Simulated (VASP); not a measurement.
# Cr2Pd (Fm-3m) in VASP: a series of runs

Runs on Cr2Pd. Level: PBE. Tasks: single point, relaxation of cell and atoms.

Everything below comes from runs of VASP 6.6.1. Logs are shortened: lines on timing, memory, paths and dates and some standing lists are left out, and cuts for length are marked.

### Step 1. The cell of the first run

Symmetry: Fm-3m, No. 225, cubic system. Conventional cell: a = 5.734 Å, b = 5.734 Å, c = 5.734 Å, α = 90.00°, β = 90.00°, γ = 90.00°. Cr (site symmetry -43m) has 4 Pd at 2.48 Å and 6 Cr at 2.87 Å within 3.3 Å. Within 3.3 Å of Pd (site symmetry m-3m) lie 8 Cr at 2.48 Å.

### Step 2. Single point, PBE

Input file INCAR:

```
ALGO = Normal ; EDIFF = 1E-6
ENCUT = 520 ; GGA = PE
ISIF = 2 ; ISMEAR = 0
LASPH = T ; LCHARG = T
LELF = T ; LREAL = F
LVHAR = T ; LWAVE = F
NBANDS = 24 ; NELM = 100
PREC = Accurate ; SIGMA = 0.1
```

Input file KPOINTS:

```
k-points
0
Gamma
  6 6 6
```

Input file POSCAR:

```
Cr2Pd
1.0
    0.0000000000      2.8670378199      2.8670378199
    2.8670378199      0.0000000000      2.8670378199
    2.8670378199      2.8670378199      0.0000000000
Cr Pd
2 1
Direct
    0.2500000000      0.2500000000      0.2500000000
    0.7500000000      0.7500000000      0.7500000000
    0.0000000000      0.0000000000      0.0000000000
```

Potentials or basis: VASP PAW PBE potentials, release 64 (Cr_pv, Pd).

On the command line:

```console
cat potpaw_PBE.64/Cr_pv/POTCAR potpaw_PBE.64/Pd/POTCAR > POTCAR
mpirun -np 1 vasp_std > vasp.out
```

OUTCAR:

```text
EDIFF = 1E-6
   ENCUT = 520
   GGA = PE
   ISIF = 2
   ISMEAR = 0
   LASPH = T
   LREAL = F
   NELM = 100
   PREC = Accurate

 ion  position               nearest neighbor table
   1  0.250  0.250  0.250-   3 2.48   3 2.48   3 2.48   3 2.48   2 2.87   2 2.87   2 2.87   2 2.87
                             2 2.87   2 2.87
   2  0.750  0.750  0.750-   3 2.48   3 2.48   3 2.48   3 2.48   1 2.87   1 2.87   1 2.87   1 2.87
                             1 2.87   1 2.87
   3  0.000  0.000  0.000-   2 2.48   2 2.48   2 2.48   1 2.48   2 2.48   1 2.48   1 2.48   1 2.48

  LATTYP: Found a face centered cubic cell.
 ALAT       =     5.7340756398

  Lattice vectors:

 A1 = (   0.0000000000,   2.8670378199,   2.8670378199)
 A2 = (   2.8670378199,   0.0000000000,   2.8670378199)
 A3 = (   2.8670378199,   2.8670378199,   0.0000000000)

Analysis of symmetry for initial positions (statically):
=====================================================================
 Subroutine PRICEL returns:
 Original cell was already a primitive cell.

 Routine SETGRP: Setting up the symmetry group for a
 face centered cubic supercell.

 Subroutine GETGRP returns: Found 48 space group operations
 (whereof 48 operations were pure point group operations)
 out of a pool of 48 trial point group operations.

The static configuration has the point symmetry O_h .

Analysis of symmetry for dynamics (positions and initial velocities):
=====================================================================
 Subroutine PRICEL returns:
 Original cell was already a primitive cell.

 Routine SETGRP: Setting up the symmetry group for a
 face centered cubic supercell.

 Subroutine GETGRP returns: Found 48 space group operations
 (whereof 48 operations were pure point group operations)
 out of a pool of 48 trial point group operations.

The dynamic configuration has the point symmetry O_h .

 Subroutine INISYM returns: Found 48 space group operations
 (whereof 48 operations are pure point group operations),
 and found     1 'primitive' translations

----------------------------------------------------------------------------------------

                                     Primitive cell

  volume of cell :      47.1336

  direct lattice vectors                    reciprocal lattice vectors
     0.000000000  2.867037820  2.867037820    -0.174396025  0.174396025  0.174396025
     2.867037820  0.000000000  2.867037820     0.174396025 -0.174396025  0.174396025
     2.867037820  2.867037820  0.000000000     0.174396025  0.174396025 -0.174396025

  length of vectors
     4.054603769  4.054603769  4.054603769     0.302062776  0.302062776  0.302062776

  position of ions in fractional coordinates (direct lattice)
     0.250000000  0.250000000  0.250000000
     0.750000000  0.750000000  0.750000000
     0.000000000  0.000000000  0.000000000

  ion indices of the primitive-cell ions
   primitive index   ion index
                 1           1
                 2           2
                 3           3

----------------------------------------------------------------------------------------

 KPOINTS: k-points

Automatic generation of k-mesh.
 Grid dimensions read from file:
 generate k-points for:    6    6    6

 Generating k-lattice:

  Cartesian coordinates                     Fractional coordinates (reciprocal lattice)
    -0.029066004  0.029066004  0.029066004     0.166666667  0.000000000  0.000000000
     0.029066004 -0.029066004  0.029066004     0.000000000  0.166666667  0.000000000
     0.029066004  0.029066004 -0.029066004     0.000000000  0.000000000  0.166666667

  Length of vectors
     0.050343796  0.050343796  0.050343796

  Shift w.r.t. Gamma in fractional coordinates (k-lattice)
     0.000000000  0.000000000  0.000000000

 Subroutine IBZKPT returns following result:
 ===========================================

 Found     16 irreducible k-points:

 Following reciprocal coordinates:
            Coordinates               Weight
  0.000000  0.000000  0.000000      1.000000
  0.166667  0.000000  0.000000      8.000000
  0.333333  0.000000  0.000000      8.000000
  0.500000  0.000000  0.000000      4.000000
  0.166667  0.166667  0.000000      6.000000
  0.333333  0.166667  0.000000     24.000000
[... 8 lines left out ...]
 -0.333333  0.333333  0.166667     24.000000
 -0.333333  0.500000  0.166667     12.000000
   k-points           NKPTS =     16   k-points in BZ     NKDIM =     16   number of bands    NBANDS=     24
   number of dos      NEDOS =    301   number of ions     NIONS =      3
   total plane-waves  NPLWV =  27000
   dimension x,y,z NGX =    30 NGY =   30 NGZ =   30
   dimension x,y,z NGXF=    60 NGYF=   60 NGZF=   60
   ions per type =               2   1
   NGX,Y,Z   is equivalent  to a cutoff of  12.30, 12.30, 12.30 a.u.
   NGXF,Y,Z  is equivalent  to a cutoff of  24.60, 24.60, 24.60 a.u.
 SYSTEM =  unknown system
   PREC   = accura    normal or accurate (medium, high low for compatibility)
[... 38 lines left out ...]
   LRPA    =     F    only Hartree local field effects (RPA)
 non-spin polarized calculation
 Gauss-broadening in eV      SIGMA  =   0.10
  energy-cutoff  :      520.00
  volume of cell :       47.13
 maximum number of plane-waves:      1303
   NGX = 15   NGY = 15   NGZ = 15

 number of electron      34.0000015 magnetization

 Free energy of the ion-electron system (eV)
  ---------------------------------------------------
  ext. energy  EPLUGINS =         0.00000000
  ---------------------------------------------------
  free energy    TOTEN  =       -20.80321054 eV

  energy without entropy =      -20.77059314  energy(sigma->0) =      -20.78690184

 E-fermi :   8.1896     XC(G=0): -12.0560

 val. band max:        8.1604015662   @ k =   0.5000   0.3333   0.0000
 cond. band min:       8.2024890054   @ k =  -0.1667   0.1667   0.0000
 fundamental gap:      0.0420874392
 Fermi energy:         8.1895848408

 k-point     1 :       0.0000    0.0000    0.0000
  band No.  band energies     occupation
      1     -34.9541      2.00000
      2     -34.9541      2.00000
      3     -34.9541      2.00000
      4     -34.8293      2.00000
      5     -34.8293      2.00000
      6     -34.8293      2.00000
[... 16 lines left out ...]
     23      15.4499      0.00000
     24      15.4565      0.00000

 k-point     2 :       0.1667    0.0000    0.0000
  band No.  band energies     occupation
      1     -34.9458      2.00000
      2     -34.9458      2.00000
      3     -34.9451      2.00000
      4     -34.8402      2.00000
      5     -34.8377      2.00000
      6     -34.8377      2.00000
[... 16 lines left out ...]
     23      14.4310      0.00000
     24      15.4516      0.00000

 k-point     3 :       0.3333    0.0000    0.0000
  band No.  band energies     occupation
      1     -34.9230      2.00000
      2     -34.9230      2.00000
      3     -34.9227      2.00000
      4     -34.8660      2.00000
      5     -34.8605      2.00000
      6     -34.8605      2.00000
[... 16 lines left out ...]
     23      11.3091      0.00000
     24      15.4509      0.00000

 k-point     4 :       0.5000    0.0000    0.0000
  band No.  band energies     occupation
      1     -34.8971      2.00000
      2     -34.8946      2.00000
      3     -34.8946      2.00000
      4     -34.8932      2.00000
      5     -34.8890      2.00000
      6     -34.8890      2.00000
[... 16 lines left out ...]
     23       9.9144      0.00000
     24      15.4505      0.00000

 k-point     5 :       0.1667    0.1667    0.0000
  band No.  band energies     occupation
      1     -34.9562      2.00000
      2     -34.9562      2.00000
      3     -34.9176      2.00000
      4     -34.8685      2.00000
      5     -34.8272      2.00000
      6     -34.8272      2.00000
[... 235 lines left out ...]
 k-point    14 :       0.5000    0.3333    0.1667
  band No.  band energies     occupation
      1     -34.9649      2.00000
      2     -34.9415      2.00000
      3     -34.9246      2.00000
      4     -34.8592      2.00000
      5     -34.8470      2.00000
      6     -34.8197      2.00000
[... 16 lines left out ...]
     23      11.4047      0.00000
     24      11.8169      0.00000

 k-point    15 :      -0.3333    0.3333    0.1667
  band No.  band energies     occupation
      1     -34.9650      2.00000
      2     -34.9602      2.00000
      3     -34.8926      2.00000
      4     -34.8913      2.00000
      5     -34.8249      2.00000
      6     -34.8237      2.00000
[... 16 lines left out ...]
     23       9.7714      0.00000
     24      12.0388      0.00000

 k-point    16 :      -0.3333    0.5000    0.1667
  band No.  band energies     occupation
      1     -34.9798      2.00000
      2     -34.9671      2.00000
      3     -34.9269      2.00000
      4     -34.8563      2.00000
      5     -34.8174      2.00000
      6     -34.8102      2.00000
[... 16 lines left out ...]
     23       9.9282      0.00000
     24      10.9314      0.00000

------------------------ aborting loop because EDIFF is reached ----------------------------------------

  FORCE on cell =-STRESS in cart. coord.  units (eV):
  Direction    XX          YY          ZZ          XY          YZ          ZX
  --------------------------------------------------------------------------------------
  -------------------------------------------------------------------------------------
  Total       -0.0354976     -0.0354976     -0.0354976     -0.0000000     -0.0000000      0.0000000
  in kB       -1.2066442     -1.2066442     -1.2066442     -0.0000000     -0.0000000      0.0000000
  external PRESSURE =      -1.2066442 kB  Pullay stress =       0.0000000 kB

 VOLUME and BASIS-vectors are now :
 -----------------------------------------------------------------------------
  energy-cutoff  :      520.00
  volume of cell :       47.13
      direct lattice vectors                 reciprocal lattice vectors
     0.000000000  2.867037820  2.867037820    -0.174396025  0.174396025  0.174396025
     2.867037820  0.000000000  2.867037820     0.174396025 -0.174396025  0.174396025
     2.867037820  2.867037820  0.000000000     0.174396025  0.174396025 -0.174396025

 POSITION                                       TOTAL-FORCE (eV/Angst)
 -----------------------------------------------------------------------------------
      1.43352      1.43352      1.43352         0.000000      0.000000      0.000000
      4.30056      4.30056      4.30056        -0.000000     -0.000000     -0.000000
      0.00000      0.00000      0.00000         0.000000     -0.000000     -0.000000
 -----------------------------------------------------------------------------------
    total drift:                                0.000000     -0.000000      0.000000

  FREE ENERGIE OF THE ION-ELECTRON SYSTEM (eV)
  ---------------------------------------------------
  free  energy   TOTEN  =       -20.8032105380 eV

  energy  without entropy=      -20.7705931365  energy(sigma->0) =      -20.78690184
```

It took 10 s on 1 thread of Intel Xeon 6975P-C (Granite Rapids), shared host; peak memory 0.17 GiB.

What came out:

| Item | Value |
| --- | --- |
| Free energy | -20.8032 eV |
| Pressure | -0.1 GPa |
| Band gap on the k mesh | zero (bands 17 and 18 overlap by 0.40 eV) |

Caveat: the run has no spin polarisation, though such a crystal can be magnetic. Spin polarisation is off, so any magnetic state and its effect on volume and gap are missing.

### Step 3. Relaxation of cell and atoms, PBE

This run uses another cell than the first one, of 12.30 Å³/atom.

Input file INCAR:

```
SYSTEM = Cr2Pd
PREC = Accurate
ENCUT = 600
EDIFF = 1E-7
ISMEAR = 0
SIGMA = 0.1
LREAL = .FALSE.
LASPH = .TRUE.
NELM = 80
ALGO = Normal
ISIF = 3
LWAVE = .FALSE.
LCHARG = .FALSE.
GGA = PE
IBRION = 2
NSW = 90
EDIFFG = -0.04
```

Input file KPOINTS:

```
Automatic mesh
0
G
  6 6 6
  0 0 0
```

Input file POSCAR:

```
Cr2Pd
1.0
    0.0000000000      2.6424109991      2.6424109991
    2.6424109991      0.0000000000      2.6424109991
    2.6424109991      2.6424109991      0.0000000000
Cr Pd
2 1
Direct
    0.2500000000      0.2500000000      0.2500000000
    0.7500000000      0.7500000000      0.7500000000
    0.0000000000      0.0000000000      0.0000000000
```

Potentials or basis: VASP PAW PBE potentials, release 64 (Cr_pv, Pd).

On the command line:

```console
cat potpaw_PBE.64/Cr_pv/POTCAR potpaw_PBE.64/Pd/POTCAR > POTCAR
mpirun -np 1 vasp_std > vasp.out
```

It took 57 s on 1 thread of Intel Xeon 6975P-C (Granite Rapids), shared host; peak memory 0.18 GiB.

Results (log left out):

```
Free energy                           : -20.7978 eV
Relaxed volume                        : 15.70 Å³/atom
Relaxed cell                          : a = 4.053 Å, b = 4.053 Å, c = 4.053 Å, α = 60.00°, β = 60.00°, γ = 60.00°
Space group after relaxing (to 0.1 Å) : Fm-3m (No. 225)
Energy gained by relaxing             : 575.4 meV/atom
Ionic steps                           : 5
Pressure after relaxing               : 0.0 GPa
Band gap on the k mesh                : zero (bands 17 and 18 overlap by 0.41 eV)
```

The path:
| step | energy change (eV) | largest force (eV/Å) | pressure (GPa) | volume (Å³) |
| --- | --- | --- | --- | --- |
| 1 | 0.0000 | 0.0000 | 67.69 | 36.90 |
| 2 | 1.2789 | 0.0000 | -25.39 | 72.19 |
| 3 | -1.7072 | 0.0000 | -4.30 | 48.46 |
| 4 | -1.7245 | 0.0000 | -1.34 | 47.50 |
| 5 | -1.7262 | 0.0000 | 0.03 | 47.09 |

Final structure:
```
Cr Pd
1.0
     0.00000    2.86613    2.86613
     2.86613    0.00000    2.86613
     2.86613    2.86613    0.00000
Cr Pd
2 1
Direct
  0.25000 0.25000 0.25000
  0.75000 0.75000 0.75000
  0.00000 0.00000 0.00000
```

Levels at points of the mesh, in eV from the Fermi level:
| k point | band 13 | band 14 | band 15 | band 16 | band 17 | band 18 | band 19 | band 20 | band 21 |
| --- | --- | --- | --- | --- | --- | --- | --- | --- | --- |
| (0.00, 0.00, 0.00) | -1.82 | -1.82 | -1.82 | -0.18 | -0.18 | 1.12 | 1.12 | 1.12 | 1.52 |
| (0.50, 0.00, 0.00) | -3.10 | -1.03 | -1.03 | -0.16 | -0.16 | 0.25 | 0.25 | 0.91 | 0.91 |
| (0.50, 0.50, 0.00) | -3.04 | -1.54 | -0.17 | -0.17 | 0.06 | 0.57 | 0.81 | 1.16 | 1.16 |

Caveat: the volume moved by over 15 % at a fixed basis, so the end points are rough; the run has no spin polarisation, though such a crystal can be magnetic. Spin polarisation is off, so any magnetic state and its effect on volume and gap are missing.

### Step 4. Single point, PBE

This run uses another cell than the first one, of 15.75 Å³/atom.

Input file INCAR:

```
PREC = Accurate ; ENCUT = 520
EDIFF = 1E-6 ; ISMEAR = 0
SIGMA = 0.1 ; LREAL = False
LASPH = True ; NELM = 80
ALGO = Fast ; ISIF = 2
LWAVE = False ; LCHARG = False
GGA = PE ; NBANDS = 24
```

Input file KPOINTS:

```
regular mesh
0
Gamma
  14 14 14
```

Input file POSCAR:

```
Cr2Pd
1.0
    0.0000000000      2.8694459821      2.8694459821
    2.8694459821      0.0000000000      2.8694459821
    2.8694459821      2.8694459821      0.0000000000
Cr Pd
2 1
Direct
    0.2500000000      0.2500000000      0.2500000000
    0.7500000000      0.7500000000      0.7500000000
    0.0000000000      0.0000000000      0.0000000000
```

On the command line:

```console
cat potpaw_PBE.64/Cr_pv/POTCAR potpaw_PBE.64/Pd/POTCAR > POTCAR
mpirun -np 1 vasp_std > vasp.out
```

Run time: 64 s. Hardware: 1 thread of Intel Xeon 6975P-C (Granite Rapids), shared host; peak memory 0.24 GiB.

It converged, with:

| Quantity | Value |
| --- | --- |
| Free energy | -20.8016 eV |
| Pressure | 0.0 GPa |
| Band gap on the k mesh | zero (bands 17 and 18 overlap by 0.44 eV) |

Levels at points of the mesh, in eV from the Fermi level:
```tsv
k point	band 15	band 16	band 17	band 18	band 19	band 20
(0.00, 0.00, 0.00)	-1.84	-0.19	-0.19	1.10	1.10	1.10
(0.50, 0.00, 0.00)	-1.04	-0.18	-0.18	0.10	0.23	0.23
(0.50, 0.50, 0.00)	-0.19	-0.19	0.05	0.55	0.79	1.14
```

Caveat: the run has no spin polarisation, though such a crystal can be magnetic.

### Step 5. Relaxation of cell and atoms, PBE

Input file INCAR:

```
SYSTEM = Cr2Pd
ALGO = Fast
EDIFF = 1E-6
EDIFFG = -0.01
ENCUT = 600
GGA = PE
IBRION = 2
ISIF = 3
ISMEAR = 0
LASPH = .TRUE.
LCHARG = .FALSE.
LREAL = .FALSE.
LWAVE = .FALSE.
NELM = 60
NSW = 100
PREC = Accurate
SIGMA = 0.1
```

Input file KPOINTS:

```
k-points
0
G
  14 14 14
  0 0 0
```

Input file POSCAR:

```
Cr2Pd
1.0
    0.0000000000      2.8670378199      2.8670378199
    2.8670378199      0.0000000000      2.8670378199
    2.8670378199      2.8670378199      0.0000000000
Cr Pd
2 1
Direct
    0.2500000000      0.2500000000      0.2500000000
    0.7500000000      0.7500000000      0.7500000000
    0.0000000000      0.0000000000      0.0000000000
```

On the command line:

```console
cat potpaw_PBE.64/Cr_pv/POTCAR potpaw_PBE.64/Pd/POTCAR > POTCAR
mpirun -np 1 vasp_std > vasp.out
```

It took 50 s on 1 thread of Intel Xeon 6975P-C (Granite Rapids), shared host; peak memory 0.27 GiB.

It converged, with:

* Free energy: -20.8011 eV
* Pressure after relaxing: 0.1 GPa
* Band gap on the k mesh: zero (bands 17 and 18 overlap by 0.44 eV)

Final structure:
```
CELL_PARAMETERS angstrom
0.00000 2.86704 2.86704
2.86704 0.00000 2.86704
2.86704 2.86704 0.00000
ATOMIC_POSITIONS crystal
Cr 0.25000 0.25000 0.25000
Cr 0.75000 0.75000 0.75000
Pd 0.00000 0.00000 0.00000
```

Levels at points of the mesh, in eV from the Fermi level:
```
           k point  band 14  band 15  band 16  band 17  band 18  band 19  band 20  band 21
(0.00, 0.00, 0.00)    -1.84    -1.84    -0.19    -0.19     1.10     1.10     1.10     1.50
(0.50, 0.00, 0.00)    -1.05    -1.05    -0.18    -0.18     0.10     0.23     0.23     0.89
(0.50, 0.50, 0.00)    -1.56    -0.19    -0.19     0.05     0.55     0.79     2.11     2.11
```

Caveat: the relaxation stopped at its first step, so nothing moved; the run has no spin polarisation, though such a crystal can be magnetic. Spin polarisation is off, so any magnetic state and its effect on volume and gap are missing.

### Step 6. Summary

| task | cell | k mesh | cutoff (eV) | gap on the mesh (eV) | pressure (GPa) |
| --- | --- | --- | --- | --- | --- |
| single point | a = 4.055 Å, angles 60.0°, 3 atoms | 6 × 6 × 6 | 520 | none | -0.1 |
| relaxation of cell and atoms | relaxed from a = 3.737 Å, angles 60.0°, 3 atoms | 6 × 6 × 6 | 600 | none | 0.0 |
| single point | a = 4.058 Å, angles 60.0°, 3 atoms | 14 × 14 × 14 | 520 | none | 0.0 |
| relaxation of cell and atoms | relaxed from a = 4.055 Å, angles 60.0°, 3 atoms | 14 × 14 × 14 | 600 | none | 0.1 |

Alike in all rows: level PBE; potentials or basis VASP PAW PBE potentials, release 64 (Cr_pv, Pd); no spin polarisation; smearing gaussian 0.1 eV.

Caveats: the run has no spin polarisation, though such a crystal can be magnetic; the volume moved by over 15 % at a fixed basis, so the end points are rough (at least some runs); the relaxation stopped at its first step, so nothing moved (at least some runs).

Total energies depend on the potentials used, so only differences within one code and one set of settings carry meaning.

The gap in the log of VASP goes by the Fermi energy; the results here count the filled bands.